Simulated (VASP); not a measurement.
# MgO (Fm-3m) in VASP: further runs

Runs on MgO. Level: LDA. Tasks: vibrations by perturbation theory.

All numbers are computed with VASP 6.6.1; they aren't measurements. Logs are shortened: lines on timing, memory, paths and dates and some standing lists are left out, and cuts for length are marked.

**1. The cell of the first run**

Symmetry: Fm-3m, No. 225, cubic system. Conventional cell: a = 4.129 Å, b = 4.129 Å, c = 4.129 Å, α = 90.00°, β = 90.00°, γ = 90.00°. Within 2.7 Å of Mg (site symmetry m-3m) lie 6 O at 2.06 Å. O (site symmetry m-3m) has 6 Mg at 2.06 Å within 2.7 Å.

**2. Vibrations by perturbation theory, LDA**

Contents of INCAR:

```
SYSTEM = MgO
PREC = Accurate ; ENCUT = 520
EDIFF = 1E-8 ; ISMEAR = 0
SIGMA = 0.01 ; LREAL = .False.
LASPH = .True. ; NELM = 100
ALGO = Normal ; ISIF = 2
LWAVE = .False. ; LCHARG = .False.
GGA = CA ; NBANDS = 11
IBRION = 8 ; NSW = 1
```

Contents of KPOINTS:

```
regular mesh
0
Gamma
  10 10 10
  0 0 0
```

Contents of POSCAR:

```
MgO
1.0
    2.0642571146      2.0642571146      0.0000000000
   -2.0642571146      2.0642571146      0.0000000000
    0.0000000000      2.0642571146      2.0642571146
Mg O
1 1
Direct
    0.0000000000      0.0000000000      0.0000000000
    0.5000000000      0.5000000000      0.0000000000
```

Potentials or basis: VASP PAW LDA potentials, release 64 (Mg, O).

Command:

```sh
$ cat potpaw_LDA.64/Mg/POTCAR potpaw_LDA.64/O/POTCAR > POTCAR
$ mpirun -np 1 vasp_std > vasp.out
```

OUTCAR:

```text
SYSTEM = MgO
   PREC = Accurate
   ENCUT = 520
   EDIFF = 1E-8
   ISMEAR = 0
   LREAL = .False.
   LASPH = .True.
   NELM = 100
   ISIF = 2
   GGA = CA
   IBRION = 8
   NSW = 1

 ion  position               nearest neighbor table
   1  0.000  0.000  0.000-   2 2.06   2 2.06   2 2.06   2 2.06   2 2.06   2 2.06
   2  0.500  0.500  0.000-   1 2.06   1 2.06   1 2.06   1 2.06   1 2.06   1 2.06

  LATTYP: Found a face centered cubic cell.
 ALAT       =     4.1285142292

  Lattice vectors:

 A1 = (   0.0000000000,   2.0642571146,   2.0642571146)
 A2 = (   2.0642571146,   0.0000000000,   2.0642571146)
 A3 = (   2.0642571146,   2.0642571146,   0.0000000000)

Analysis of symmetry for initial positions (statically):
=====================================================================
 Subroutine PRICEL returns:
 Original cell was already a primitive cell.

 Routine SETGRP: Setting up the symmetry group for a
 face centered cubic supercell.

 Subroutine GETGRP returns: Found 48 space group operations
 (whereof 48 operations were pure point group operations)
 out of a pool of 48 trial point group operations.

The static configuration has the point symmetry O_h .

Analysis of symmetry for dynamics (positions and initial velocities):
=====================================================================
 Subroutine PRICEL returns:
 Original cell was already a primitive cell.

 Routine SETGRP: Setting up the symmetry group for a
 face centered cubic supercell.

 Subroutine GETGRP returns: Found 48 space group operations
 (whereof 48 operations were pure point group operations)
 out of a pool of 48 trial point group operations.

The dynamic configuration has the point symmetry O_h .

 Subroutine INISYM returns: Found 48 space group operations
 (whereof 48 operations are pure point group operations),
 and found     1 'primitive' translations

----------------------------------------------------------------------------------------

                                     Primitive cell

  volume of cell :      17.5922

  direct lattice vectors                    reciprocal lattice vectors
     2.064257115  2.064257115  0.000000000     0.242217889  0.242217889 -0.242217889
    -2.064257115  2.064257115  0.000000000    -0.242217889  0.242217889 -0.242217889
     0.000000000  2.064257115  2.064257115     0.000000000  0.000000000  0.484435777

  length of vectors
     2.919300408  2.919300408  2.919300408     0.419533690  0.419533690  0.484435777

  position of ions in fractional coordinates (direct lattice)
     0.000000000  0.000000000  0.000000000
     0.500000000  0.500000000  0.000000000

  ion indices of the primitive-cell ions
   primitive index   ion index
                 1           1
                 2           2

----------------------------------------------------------------------------------------

 KPOINTS: regular mesh

Automatic generation of k-mesh.
 Grid dimensions read from file:
 generate k-points for:   10   10   10

 Generating k-lattice:

  Cartesian coordinates                     Fractional coordinates (reciprocal lattice)
     0.024221789  0.024221789 -0.024221789     0.100000000  0.000000000  0.000000000
    -0.024221789  0.024221789 -0.024221789     0.000000000  0.100000000  0.000000000
     0.000000000  0.000000000  0.048443578     0.000000000  0.000000000  0.100000000

  Length of vectors
     0.041953369  0.041953369  0.048443578
[... 83 lines left out ...]
   LEPSILON=     F    determine dielectric tensor
   LRPA    =     F    only Hartree local field effects (RPA)
 non-spin polarized calculation
 Gauss-broadening in eV      SIGMA  =   0.01
  energy-cutoff  :      520.00
  volume of cell :       17.59
 maximum number of plane-waves:       495
 NGX is ok and might be reduce to    24
   NGX = 11   NGY = 11   NGZ = 11

--------------------------------------- Ionic step        1  -------------------------------------------

 number of electron       7.9999997 magnetization

 Free energy of the ion-electron system (eV)
  ---------------------------------------------------
  ext. energy  EPLUGINS =         0.00000000
  ---------------------------------------------------
  free energy    TOTEN  =       -13.44356576 eV

  energy without entropy =      -13.44356576  energy(sigma->0) =      -13.44356576

 E-fermi :   3.5099     XC(G=0): -11.8850

 val. band max:        3.3522423605   @ k =   0.0000   0.0000   0.0000
 cond. band min:       8.6179675252   @ k =   0.0000   0.0000   0.0000
 fundamental gap:      5.2657251647
 Fermi energy:         3.5098781501

 k-point     1 :       0.0000    0.0000    0.0000
  band No.  band energies     occupation
      1     -13.9758      2.00000
      2       3.3522      2.00000
      3       3.3522      2.00000
      4       3.3522      2.00000
      5       8.6180      0.00000
      6      19.2030      0.00000
      7      19.2030      0.00000
      8      19.2030      0.00000
      9      23.3880      0.00000
     10      25.1083      0.00000
     11      25.1083      0.00000
[... 309 lines left out ...]
 k-point    24 :       0.4000    0.3000    0.0000
  band No.  band energies     occupation
      1     -12.1896      2.00000
      2      -0.4931      2.00000
      3       0.4604      2.00000
      4       2.2057      2.00000
      5      13.6487      0.00000
      6      15.8243      0.00000
      7      16.3454      0.00000
      8      21.6211      0.00000
      9      22.5215      0.00000
     10      27.7271      0.00000
     11      31.3851      0.00000

 [... further k-points ...]

------------------------ aborting loop because EDIFF is reached ----------------------------------------

  FORCE on cell =-STRESS in cart. coord.  units (eV):
  Direction    XX          YY          ZZ          XY          YZ          ZX
  --------------------------------------------------------------------------------------
  -------------------------------------------------------------------------------------
  Total        0.2555525      0.2555525      0.2555525      0.0000000      0.0000000     -0.0000000
  in kB       23.2739100     23.2739100     23.2739100      0.0000000      0.0000000     -0.0000000
  external PRESSURE =      23.2739100 kB  Pullay stress =       0.0000000 kB

 VOLUME and BASIS-vectors are now :
 -----------------------------------------------------------------------------
  energy-cutoff  :      520.00
  volume of cell :       17.59
      direct lattice vectors                 reciprocal lattice vectors
     2.064257115  2.064257115  0.000000000     0.242217889  0.242217889 -0.242217889
    -2.064257115  2.064257115  0.000000000    -0.242217889  0.242217889 -0.242217889
     0.000000000  2.064257115  2.064257115     0.000000000  0.000000000  0.484435777

 POSITION                                       TOTAL-FORCE (eV/Angst)
 -----------------------------------------------------------------------------------
      0.00000      0.00000      0.00000         0.000000     -0.000000      0.000000
      0.00000      2.06426      0.00000        -0.000000      0.000000      0.000000
 -----------------------------------------------------------------------------------
    total drift:                                0.000000     -0.000000     -0.000000

  FREE ENERGIE OF THE ION-ELECTRON SYSTEM (eV)
  ---------------------------------------------------
  free  energy   TOTEN  =       -13.4435657614 eV

  energy  without entropy=      -13.4435657614  energy(sigma->0) =      -13.44356576

[... ionic steps 2 to 3 ...]

--------------------------------------- Ionic step        4  -------------------------------------------

------------------------ aborting loop because EDIFF is reached ----------------------------------------

[... ionic steps 5 to 6 ...]

--------------------------------------- Ionic step        7  -------------------------------------------

 Free energy of the ion-electron system (eV)
  ---------------------------------------------------
  ---------------------------------------------------
  free energy    TOTEN  =        -0.35234083 eV

  energy without entropy =       -0.35234083

------------------------ aborting loop because EDIFF is reached ----------------------------------------

 INTERNAL STRAIN TENSOR  FOR ION    2  DIRECTION 1   (eV/Angst):
 -----------------------------------------------------------------------------
     0.00848  0.00000  0.00000
     0.00000 -0.00768  0.00000
     0.00000  0.00000 -0.00768

 INTERNAL STRAIN TENSOR FOR ION    2 for displacements in x,y,z  (eV/Angst):
          X           Y           Z          XY          YZ          ZX
  --------------------------------------------------------------------------------
  x     0.00000     0.00000     0.00000     0.00000     0.00000     0.00000
  y     0.00000     0.00000     0.00000     0.00000     0.00000     0.00000
  z     0.00000     0.00000     0.00000     0.00000     0.00000     0.00000

 SECOND DERIVATIVES (NOT SYMMETRIZED)
 ------------------------------------
               1X          1Y          1Z          2X          2Y          2Z
  1X    -6.742473    0.000000   -0.000000    6.742473   -0.000000    0.000000
  1Y    -0.000000   -6.742473    0.000000    0.000000    6.742473   -0.000000
  1Z     0.000000    0.000000   -6.742473   -0.000000   -0.000000    6.742473
  2X     6.726467    0.000000   -0.000000   -6.726467   -0.000000    0.000000
  2Y    -0.000000    6.726467    0.000000    0.000000   -6.726467   -0.000000
  2Z    -0.000000    0.000000    6.726467    0.000000   -0.000000   -6.726467

 Eigenvectors and eigenvalues of the dynamical matrix
 ----------------------------------------------------

   1 f  =   13.059333 THz    82.054209 2PiTHz  435.612458 cm-1    54.009037 meV
             X         Y         Z           dx          dy          dz
      0.000000  0.000000  0.000000     0.006077   -0.125620   -0.617839
      0.000000  2.064257  0.000000    -0.007481    0.154643    0.760584
[... 21 lines left out ...]
   6 f/i=    0.007595 THz     0.047719 2PiTHz    0.253333 cm-1     0.031409 meV
             X         Y         Z           dx          dy          dz
      0.000000  0.000000  0.000000    -0.509050    0.548843    0.205176
      0.000000  2.064257  0.000000    -0.413512    0.445838    0.166669

--------------------------------------------------------------------------------------------------------

 ELASTIC MODULI CONTR FROM IONIC RELAXATION (kBar)
 Direction    XX          YY          ZZ          XY          YZ          ZX
 --------------------------------------------------------------------------------
 XX           0.0000      0.0000      0.0000      0.0000      0.0000      0.0000
 YY           0.0000      0.0000      0.0000      0.0000      0.0000      0.0000
 ZZ           0.0000      0.0000      0.0000      0.0000      0.0000      0.0000
 XY           0.0000      0.0000      0.0000      0.0000      0.0000      0.0000
 YZ           0.0000      0.0000      0.0000      0.0000      0.0000      0.0000
 ZX           0.0000      0.0000      0.0000      0.0000      0.0000      0.0000
 --------------------------------------------------------------------------------
```

Wall time 45 s (1 thread of Intel Xeon Platinum 8259CL at 2.50GHz (Skylake/Cascade Lake), shared host); peak memory 0.18 GiB.

Results:

| Quantity | Value |
| --- | --- |
| Highest phonon frequency at Γ, LO-TO splitting left out | 436 cm⁻¹ |

Phonon frequencies in cm⁻¹ (negative: imaginary):
| q point | frequencies |
| --- | --- |
| (0.000, 0.000, 0.000) | 0 0 0 436 436 436 |

Caveat: the cell wasn't relaxed at this level first, which shifts response properties.

(Continued in part 2 of 2.)
